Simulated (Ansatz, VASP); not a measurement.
Given: the input of a run of Ansatz 0.2.0 on Cs.

input.yaml

```yaml
crystal:
  lattice:
    - [-2.75007546, 2.75007546, 4.09723898]
    - [2.75007546, -2.75007546, 4.09723898]
    - [2.75007546, 2.75007546, -4.09723898]
  atoms:
    - { symbol: Cs, position: [0.0, 0.0, 0.0] }
hamiltonian:
  xc: blyp
  pseudopotentials: { kind: paw }
kpoints:
  mp_grid: { grid: [7, 7, 7] }
scf:
  occupations: { method: fermi_dirac, width: 0.05 }
output:
  forces: true
  stress: true
  eigenvalues: true
relax:
  f_tol: 0.01
  max_steps: 40
  cell: { stress_tol: 0.05 }
```

Potentials or basis: Ansatz PAW.

Launch:

```bash
$ ansatz run input.yaml --threads 2 --pin off --max-ram 5632MiB --backend cpu --events-out ev --progress --plain --runs-dir out
```

Set up the same calculation for VASP 6.6.1. Potentials there: VASP PAW PBE potentials, release 64 (Cs_sv).

As run (the cutoff follows the program's own potentials):

INCAR

```
PREC = Accurate ; ENCUT = 600
EDIFF = 1E-7 ; ISMEAR = -1
SIGMA = 0.05 ; LREAL = F
LASPH = T ; NELM = 60
ALGO = Fast ; ISIF = 3
LWAVE = F ; LCHARG = F
GGA = B5 ; ALDAX = 1.0
AGGAX = 1.0 ; AGGAC = 1.0
ALDAC = 0.0 ; IBRION = 2
NSW = 60 ; EDIFFG = -0.01
```

File KPOINTS:

```
regular mesh
0
Gamma
  7 7 7
```

File POSCAR:

```
Cs
1.0
   -2.7500754600      2.7500754600      4.0972389800
    2.7500754600     -2.7500754600      4.0972389800
    2.7500754600      2.7500754600     -4.0972389800
Cs
1
Direct
    0.0000000000      0.0000000000      0.0000000000
```

Potentials or basis: VASP PAW PBE potentials, release 64 (Cs_sv).

Run with:

```sh
$ cat potpaw_PBE.64/Cs_sv/POTCAR > POTCAR
$ mpirun -np 1 vasp_std > vasp.out
```

Both were run:

|  | VASP | Ansatz | Ansatz less VASP |
| --- | --- | --- | --- |
| gap on the k mesh at the Fermi level, each at its own relaxed structure (eV) | none | none | - |
| relaxed volume (Å³/atom) | 123.86 | 123.95 | +0.092 |
| relaxed cell length with the largest relative difference (Å) | 5.595 | 5.649 | +0.0541 |

VASP's potentials were made for PBE, not for BLYP. A gap of «none» marks a metal or a gap that the smearing closes.

Spin-orbit coupling is off throughout. Noted on Ansatz's run: the plane-wave basis is chosen anew once the cell has moved, so the energies of steps on either side of that aren't comparable.
